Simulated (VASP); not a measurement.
# KAlPb3 (P6_3/mmc) in VASP: a series of runs

The runs below take KAlPb3 through relaxation of cell and atoms, single point, with PBE.

All numbers are computed with VASP 6.6.1; they aren't measurements. Logs are shortened: lines on timing, memory, paths and dates and some standing lists are left out, and cuts for length are marked.

## 1. The cell of the first run

It takes space group P6_3/mmc (No. 194, hexagonal). The conventional cell has a = 7.345 Å, b = 7.345 Å, c = 6.275 Å, α = 90.00°, β = 90.00°, γ = 120.00°. K (site symmetry -6m2) has 12 Pb at 3.68 to 3.94 Å and 6 Al at 4.52 Å within 4.8 Å. Within 3.2 Å of Al (site symmetry -3m) lie 6 Pb at 2.43 Å and 2 Al at 3.14 Å. Pb (site symmetry mm2) has 2 Al at 2.43 Å and 2 Pb at 3.22 Å within 3.3 Å.

## 2. Relaxation of cell and atoms, PBE

Contents of INCAR:

```
ALGO = Normal
EDIFF = 1E-7
EDIFFG = -0.04
ENCUT = 500
GGA = PE
GGA_COMPAT = F
IBRION = 2
ISIF = 3
ISMEAR = 0
LASPH = T
LCHARG = F
LREAL = F
LWAVE = F
NELM = 120
NELMIN = 4
NSW = 90
PREC = Accurate
SIGMA = 0.1
```

Contents of KPOINTS:

```
k-points
0
Gamma
  3 3 4
```

Contents of POSCAR:

```
KAlPb3
1.0
    7.3446343079      0.0000000000      0.0000000000
   -3.6723171539      6.3606398921      0.0000000000
    0.0000000000      0.0000000000      6.2749007142
K Al Pb
2 2 6
Direct
    0.3333333333      0.6666666667      0.7500000000
    0.6666666667      0.3333333333      0.2500000000
    0.0000000000      0.0000000000      0.5000000000
    0.0000000000      0.0000000000      0.0000000000
    0.1460000000      0.2919999999      0.2500000000
    0.8540000000      0.1460000000      0.7500000000
    0.8540000000      0.7080000001      0.7500000000
    0.1460000000      0.8540000000      0.2500000000
    0.7080000001      0.8540000000      0.2500000000
    0.2919999999      0.1460000000      0.7500000000
```

Potentials or basis: VASP PAW PBE potentials, release 64 (K_sv, Al, Pb_d).

Run with:

```sh
cat potpaw_PBE.64/K_sv/POTCAR potpaw_PBE.64/Al/POTCAR potpaw_PBE.64/Pb_d/POTCAR > POTCAR
mpirun -np 1 vasp_std > vasp.out
```

OUTCAR:

```text
EDIFF = 1E-7
   EDIFFG = -0.04
   ENCUT = 500
   GGA = PE
   IBRION = 2
   ISIF = 3
   ISMEAR = 0
   LASPH = T
   LREAL = F
   NELM = 120
   NELMIN = 4
   NSW = 90
   PREC = Accurate

 ion  position               nearest neighbor table
   1  0.333  0.667  0.750-  10 3.68  10 3.68   6 3.68   6 3.68   7 3.68   7 3.68   8 3.94   8 3.94
                             5 3.94   5 3.94   9 3.94   9 3.94
   2  0.667  0.333  0.250-   9 3.68   9 3.68   8 3.68   8 3.68   5 3.68   5 3.68   6 3.94   6 3.94
                             7 3.94   7 3.94  10 3.94  10 3.94
   3  0.000  0.000  0.500-   5 2.43   7 2.43   9 2.43  10 2.43   6 2.43   8 2.43   4 3.14   4 3.14

   4  0.000  0.000  0.000-   5 2.43   7 2.43   9 2.43  10 2.43   6 2.43   8 2.43   3 3.14   3 3.14

   5  0.146  0.292  0.250-   3 2.43   4 2.43   8 3.22   9 3.22  10 3.65  10 3.65   6 3.65   6 3.65
                             2 3.68   2 3.68   1 3.94   1 3.94   8 4.13   9 4.13
   6  0.854  0.146  0.750-   3 2.43   4 2.43   7 3.22  10 3.22   9 3.65   9 3.65   5 3.65   5 3.65
                             1 3.68   1 3.68   2 3.94   2 3.94   7 4.13  10 4.13
   7  0.854  0.708  0.750-   3 2.43   4 2.43   6 3.22  10 3.22   9 3.65   9 3.65   8 3.65   8 3.65
                             1 3.68   1 3.68   2 3.94   2 3.94   6 4.13  10 4.13
   8  0.146  0.854  0.250-   3 2.43   4 2.43   5 3.22   9 3.22  10 3.65  10 3.65   7 3.65   7 3.65
                             2 3.68   2 3.68   1 3.94   1 3.94   5 4.13   9 4.13
   9  0.708  0.854  0.250-   3 2.43   4 2.43   5 3.22   8 3.22   7 3.65   7 3.65   6 3.65   6 3.65
                             2 3.68   2 3.68   1 3.94   1 3.94   5 4.13   8 4.13
  10  0.292  0.146  0.750-   3 2.43   4 2.43   7 3.22   6 3.22   5 3.65   5 3.65   8 3.65   8 3.65
                             1 3.68   1 3.68   2 3.94   2 3.94   7 4.13   6 4.13

  LATTYP: Found a hexagonal cell.
 ALAT       =     7.3446343079
 C/A-ratio  =     0.8543516874

  Lattice vectors:

 A1 = (   7.3446343079,   0.0000000000,   0.0000000000)
 A2 = (  -3.6723171539,   6.3606398921,   0.0000000000)
 A3 = (   0.0000000000,   0.0000000000,   6.2749007142)

Analysis of symmetry for initial positions (statically):
=====================================================================
 Subroutine PRICEL returns:
 Original cell was already a primitive cell.

 Routine SETGRP: Setting up the symmetry group for a
 hexagonal supercell.

 Subroutine GETGRP returns: Found 24 space group operations
 (whereof 12 operations were pure point group operations)
 out of a pool of 24 trial point group operations.

The static configuration has the point symmetry D_3d.
 The point group associated with its full space group is D_6h.

Analysis of symmetry for dynamics (positions and initial velocities):
=====================================================================
 Subroutine PRICEL returns:
 Original cell was already a primitive cell.

 Routine SETGRP: Setting up the symmetry group for a
 hexagonal supercell.

 Subroutine GETGRP returns: Found 24 space group operations
 (whereof 12 operations were pure point group operations)
 out of a pool of 24 trial point group operations.

The dynamic configuration has the point symmetry D_3d.
 The point group associated with its full space group is D_6h.

 Subroutine INISYM returns: Found 24 space group operations
 (whereof 12 operations are pure point group operations),
 and found     1 'primitive' translations

----------------------------------------------------------------------------------------

                                     Primitive cell

  volume of cell :     293.1419

  direct lattice vectors                    reciprocal lattice vectors
     7.344634308  0.000000000  0.000000000     0.136153818  0.078608443  0.000000000
    -3.672317154  6.360639892  0.000000000     0.000000000  0.157216887  0.000000000
     0.000000000  0.000000000  6.274900714     0.000000000  0.000000000  0.159365071

  length of vectors
     7.344634308  7.344634308  6.274900714     0.157216887  0.157216887  0.159365071

  position of ions in fractional coordinates (direct lattice)
     0.333333333  0.666666667  0.750000000
     0.666666667  0.333333333  0.250000000
     0.000000000  0.000000000  0.500000000
     0.000000000  0.000000000  0.000000000
     0.146000000  0.292000000  0.250000000
     0.854000000  0.146000000  0.750000000
     0.854000000  0.708000000  0.750000000
     0.146000000  0.854000000  0.250000000
     0.708000000  0.854000000  0.250000000
     0.292000000  0.146000000  0.750000000

  ion indices of the primitive-cell ions
   primitive index   ion index
                 1           1
                 2           2
                 3           3
                 4           4
                 5           5
                 6           6
                 7           7
                 8           8
                 9           9
                10          10

----------------------------------------------------------------------------------------

 KPOINTS: k-points

Automatic generation of k-mesh.
 Grid dimensions read from file:
 generate k-points for:    3    3    4

 Generating k-lattice:

  Cartesian coordinates                     Fractional coordinates (reciprocal lattice)
     0.045384606  0.026202814  0.000000000     0.333333333  0.000000000  0.000000000
     0.000000000  0.052405629  0.000000000     0.000000000  0.333333333  0.000000000
     0.000000000  0.000000000  0.039841268     0.000000000  0.000000000  0.250000000

  Length of vectors
     0.052405629  0.052405629  0.039841268

  Shift w.r.t. Gamma in fractional coordinates (k-lattice)
     0.000000000  0.000000000  0.000000000

 Subroutine IBZKPT returns following result:
 ===========================================

 Found      9 irreducible k-points:

 Following reciprocal coordinates:
            Coordinates               Weight
  0.000000  0.000000  0.000000      1.000000
  0.333333 -0.000000  0.000000      6.000000
  0.333333  0.333333  0.000000      2.000000
  0.000000  0.000000  0.250000      2.000000
  0.333333 -0.000000  0.250000     12.000000
  0.333333  0.333333  0.250000      4.000000
  0.000000  0.000000  0.500000      1.000000
  0.333333 -0.000000  0.500000      6.000000
  0.333333  0.333333  0.500000      2.000000
   k-points           NKPTS =      9   k-points in BZ     NKDIM =      9   number of bands    NBANDS=     64
   number of dos      NEDOS =    301   number of ions     NIONS =     10
   total plane-waves  NPLWV = 139968
   dimension x,y,z NGX =    54 NGY =   54 NGZ =   48
   dimension x,y,z NGXF=   108 NGYF=  108 NGZF=   96
   ions per type =               2   2   6
   NGX,Y,Z   is equivalent  to a cutoff of  12.22, 12.22, 12.72 a.u.
   NGXF,Y,Z  is equivalent  to a cutoff of  24.45, 24.45, 25.43 a.u.
 SYSTEM =  unknown system
   PREC   = accura    normal or accurate (medium, high low for compatibility)
   ISTART =      0    job   : 0-new  1-cont  2-samecut
   ICHARG =      2    charge: 1-file 2-atom 10-const
   ISPIN  =      1    spin polarized calculation?
   LNONCOLLINEAR =      F non collinear calculations
   LSORBIT =      F    spin-orbit coupling
   LASPH  =      T    aspherical Exc in radial PAW
   ENCUT  =  500.0 eV  36.75 Ry    6.06 a.u.  13.39 13.39 11.44*2*pi/ulx,y,z
   NELM   =    120;   NELMIN=  4; NELMDL= -5     # of ELM steps
   EDIFF  = 0.1E-06   stopping-criterion for ELM
   LREAL  =      F    real-space projection
   EDIFFG = -.4E-01   stopping-criterion for IOM
   NSW    =     90    number of steps for IOM
   IBRION =      2    ionic relax: 0-MD 1-quasi-New 2-CG
   NFREE  =      1    steps in history (QN), initial steepest desc. (CG)
   ISIF   =      3    stress and relaxation
   ISYM   =      2    0-nonsym 1-usesym 2-fastsym
   POTIM  = 0.5000    time-step for ionic-motion
   TEBEG  =    0.0;   TEEND  =   0.0 temperature during run
   PSTRESS=    0.0 pullay stress
   NELECT =     108.0000    total number of electrons
   NUPDOWN=      -1.0000    fix difference up-down
   EMIN   =  10.00;   EMAX   =-10.00  energy-range for DOS
   EFERMI =   0.00;   METHOD = LEGACY
   ISMEAR =     0;   SIGMA  =   0.10  broadening in eV -4-tet -1-fermi 0-gaus
   EFERMI_NEDOS =   21; number of points for ismear=-14 and -15
   IALGO  =     38    algorithm
   IMIX   =      4    mixing-type and parameters
     AMIX     =   0.40;   BMIX     =  1.00
     AMIX_MAG =   1.60;   BMIX_MAG =  1.00
  volume/ion in A,a.u.               =      29.31       197.82
  Fermi-wavevector in a.u.,A,eV,Ry     =   1.173609  2.217800 18.740098  1.377358
  Thomas-Fermi vector in A             =   2.310019
   LORBIT       =      0    0 simple, 1 ext, 2 COOP (PROOUT), +10 PAW based schemes
   GGA     = PE    functional components
   LHFCALC =     F    Hartree Fock is set to
   AEXX    =    0.0000 exact exchange contribution
   IVDW    =     0    specifies the selected vdW correction
   LEPSILON=     F    determine dielectric tensor
   LRPA    =     F    only Hartree local field effects (RPA)
 conjugate gradient relaxation of ions
 non-spin polarized calculation
 Gauss-broadening in eV      SIGMA  =   0.10
  energy-cutoff  :      500.00
  volume of cell :      293.14
 maximum number of plane-waves:      7529
 NGX is ok and might be reduce to    54
   NGX = 27   NGY = 27   NGZ = 23

--------------------------------------- Ionic step        1  -------------------------------------------

 number of electron     107.9999988 magnetization

 Free energy of the ion-electron system (eV)
  ---------------------------------------------------
  ext. energy  EPLUGINS =         0.00000000
  ---------------------------------------------------
  free energy    TOTEN  =       -22.01683017 eV

  energy without entropy =      -21.94848777  energy(sigma->0) =      -21.98265897

------------------------ aborting loop because EDIFF is reached ----------------------------------------

  FORCE on cell =-STRESS in cart. coord.  units (eV):
  Direction    XX          YY          ZZ          XY          YZ          ZX
  --------------------------------------------------------------------------------------
  -------------------------------------------------------------------------------------
  Total       33.4143985     33.4143985     44.2982815      0.0000000     -0.0000000      0.0000000
  in kB      182.6275891    182.6275891    242.1138407      0.0000000     -0.0000000      0.0000000
  external PRESSURE =     202.4563396 kB  Pullay stress =       0.0000000 kB
[... 113 lines left out ...]
  FREE ENERGIE OF THE ION-ELECTRON SYSTEM (eV)
  ---------------------------------------------------
  free  energy   TOTEN  =       -29.4001786840 eV

  energy  without entropy=      -29.3794373257  energy(sigma->0) =      -29.38980800

 E-fermi :   4.8609     XC(G=0):  -9.0182

 val. band max:        4.8376745790   @ k =   0.3333   0.3333   0.5000
 cond. band min:       4.8795016817   @ k =   0.3333  -0.0000   0.0000
 fundamental gap:      0.0418271026
 Fermi energy:         4.8609026748

 k-point     1 :       0.0000    0.0000    0.0000
  band No.  band energies     occupation
      1     -26.1669      2.00000
      2     -26.1664      2.00000
      3     -12.2819      2.00000
      4     -12.2644      2.00000
      5     -12.2204      2.00000
      6     -12.2189      2.00000
[... 592 lines left out ...]
     63       7.9198      0.00000
     64       7.9198      0.00000

[... ionic steps 4 to 31 ...]

--------------------------------------- Ionic step       32  -------------------------------------------

 number of electron     108.0000009 magnetization

------------------------ aborting loop because EDIFF is reached ----------------------------------------

  FORCE on cell =-STRESS in cart. coord.  units (eV):
  Direction    XX          YY          ZZ          XY          YZ          ZX
  --------------------------------------------------------------------------------------
  -------------------------------------------------------------------------------------
  Total        0.4323156      0.4323156     -0.8744606      0.0000000      0.0000000      0.0000000
  in kB        2.0266290      2.0266290     -4.0993368      0.0000000      0.0000000      0.0000000
  external PRESSURE =      -0.0153596 kB  Pullay stress =       0.0000000 kB
[... 73 lines left out ...]
  energy  without entropy=      -30.4235642338  energy(sigma->0) =      -30.43382487

--------------------------------------- Ionic step       34  -------------------------------------------

 number of electron     107.9999982 magnetization

 Free energy of the ion-electron system (eV)
  ---------------------------------------------------
  ext. energy  EPLUGINS =         0.00000000
  ---------------------------------------------------
  free energy    TOTEN  =       -30.44691868 eV

  energy without entropy =      -30.42652066  energy(sigma->0) =      -30.43671967

 E-fermi :   4.3310     XC(G=0):  -8.6471

 val. band max:        4.0176572151   @ k =   0.3333  -0.0000   0.0000
 cond. band min:       4.3365030195   @ k =   0.3333   0.3333   0.5000
 fundamental gap:      0.3188458045
 Fermi energy:         4.3309675029

 k-point     1 :       0.0000    0.0000    0.0000
  band No.  band energies     occupation
      1     -26.7841      2.00000
      2     -26.7839      2.00000
      3     -12.8575      2.00000
      4     -12.8510      2.00000
      5     -12.8030      2.00000
      6     -12.8030      2.00000
[... 629 lines left out ...]
  FREE ENERGIE OF THE ION-ELECTRON SYSTEM (eV)
  ---------------------------------------------------
  free  energy   TOTEN  =       -30.4469186824 eV

  energy  without entropy=      -30.4265206632  energy(sigma->0) =      -30.43671967

 reached required accuracy - stopping structural energy minimisation
```

It took 45 min on 1 thread of Intel Xeon 6975P-C (Granite Rapids), shared host; peak memory 0.47 GiB.

Results:

```
Free energy                           : -30.4469 eV
Relaxed volume                        : 34.43 Å³/atom
Relaxed cell                          : a = 7.068 Å, b = 7.068 Å, c = 7.959 Å, α = 90.00°, β = 90.00°, γ = 120.00°
Space group after relaxing (to 0.1 Å) : P6_3/mmc (No. 194)
Energy gained by relaxing             : 843.0 meV/atom
Ionic steps                           : 34
Pressure after relaxing               : 0.1 GPa
Largest force after relaxing          : 0.015 eV/Å
Band gap on the k mesh                : zero (bands 54 and 55 overlap by 0.30 eV)
```

Forces in eV/Å, atoms in the order of the input:
```
K    0.000  0.000  0.000
K    0.000  0.000  0.000
Al   0.000  0.000  0.000
Al   0.000  0.000  0.000
Pb   0.000  0.015  0.000
Pb  -0.013  0.007  0.000
Pb   0.000 -0.015  0.000
Pb   0.013 -0.007  0.000
Pb  -0.013 -0.007  0.000
Pb   0.013  0.007  0.000
```

The path:
```tsv
step	energy change (eV)	largest force (eV/Å)	pressure (GPa)	volume (Å³)
1	0.0000	5.5777	20.25	293.14
2	-6.0420	0.4424	-3.91	479.74
3	-7.3833	0.4477	-0.57	398.95
4	-7.4638	0.4738	-0.47	392.14
5	-7.6909	0.5392	-0.10	372.17
6	-7.9902	0.5612	1.26	334.23
7	-6.0813	1.5269	10.63	265.99
8	-7.9178	0.6665	1.74	330.82
9	-7.8841	0.5716	3.06	310.56
10	-7.9229	0.6416	2.25	322.19
11	-7.9651	0.5740	2.15	321.37
12	-8.0601	0.3707	1.91	318.94
13	-8.0755	0.1731	1.88	314.09
14	-8.1027	0.1383	1.80	316.51
15	-8.1038	0.0960	1.80	316.14
16	-8.1435	0.0955	1.38	320.33
17	-8.2033	0.0777	0.28	333.14
18	-8.2055	0.0709	0.07	335.99
19	-8.2055	0.0699	0.04	336.39
20	-8.2076	0.0636	0.03	336.38
21	-8.2140	0.0432	0.01	336.33
22	-8.2264	0.0069	-0.03	336.21
23	-8.2449	0.1381	-0.06	335.87
24	-8.2035	0.5074	0.17	334.78
25	-8.2478	0.1795	-0.05	335.74
26	-8.2512	0.1908	-0.04	335.63
27	-8.2604	0.2287	0.01	335.27
28	-8.2699	0.3226	0.15	334.46
29	-8.2841	0.3205	0.14	334.88
30	-8.3228	0.3218	0.13	336.03
31	-8.3590	0.3308	0.25	337.85
32	-8.4035	0.1915	0.00	341.77
33	-8.4273	0.0410	-0.27	348.66
34	-8.4301	0.0150	0.12	344.33
```

Final structure:
```
K Al Pb
1.0
     7.06792    0.00000    0.00000
    -3.53396    6.12100    0.00000
     0.00000    0.00000    7.95909
K Al Pb
2 2 6
Direct
  0.33333 0.66667 0.75000
  0.66667 0.33333 0.25000
  0.00000 0.00000 0.50000
  0.00000 0.00000 0.00000
  0.17513 0.35026 0.25000
  0.82487 0.17513 0.75000
  0.82487 0.64974 0.75000
  0.17513 0.82487 0.25000
  0.64974 0.82487 0.25000
  0.35026 0.17513 0.75000
```

Caveat: the volume moved by over 15 % at a fixed basis, so the end points are rough; spin-orbit coupling is left out, which moves the levels of the heavy elements.

(Continued in part 2 of 2.)

The gap in the log of VASP goes by the Fermi energy; the results here count the filled bands.